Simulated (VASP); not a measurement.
A run of VASP 6.6.1:

INCAR

```
SYSTEM = LiGeH3
  ALGO = Normal
  EDIFF = 1E-6
  EDIFFG = -0.01
  ENCUT = 600
  GGA = PE
  IBRION = 2
  ISIF = 3
  ISMEAR = 0
  LASPH = .TRUE.
  LCHARG = .FALSE.
  LREAL = .FALSE.
  LWAVE = .FALSE.
  NELM = 60
  NSW = 100
  PREC = Accurate
  SIGMA = 0.1
```

KPOINTS

```
k-points
0
G
  10 10 8
  0 0 0
```

POSCAR

```
LiGeH3
1.0
    3.4961907619      0.0000000000      0.0000000000
    0.0000000000      3.4961907619      0.0000000000
    0.0000000000      0.0000000000      5.6454849367
Li Ge H
1 1 3
Direct
    0.0000000000      0.0000000000      0.5000000000
    0.5000000000      0.5000000000      0.5000000000
    0.0000000000      0.0000000000      0.1713274146
    0.0000000000      0.0000000000      0.8286725854
    0.0000000000      0.0000000000      0.0000000000
```

Potentials or basis: VASP PAW PBE potentials, release 64 (Li_sv, Ge_d, H).

Command:

```sh
$ cat potpaw_PBE.64/Li_sv/POTCAR potpaw_PBE.64/Ge_d/POTCAR potpaw_PBE.64/H/POTCAR > POTCAR
$ mpirun -np 1 vasp_std > vasp.out
```

Hardware: 1 thread of Intel(R) Xeon(R) 6975P-C (Granite Rapids), with other jobs on the host.

Problem. How long does it take, and how much memory?

Solution. It took 90 s on 1 thread of Intel(R) Xeon(R) 6975P-C (Granite Rapids) (shared host), peak memory 0.28 GiB. Counts: scf iterations 32, k points 105, ion steps 4.
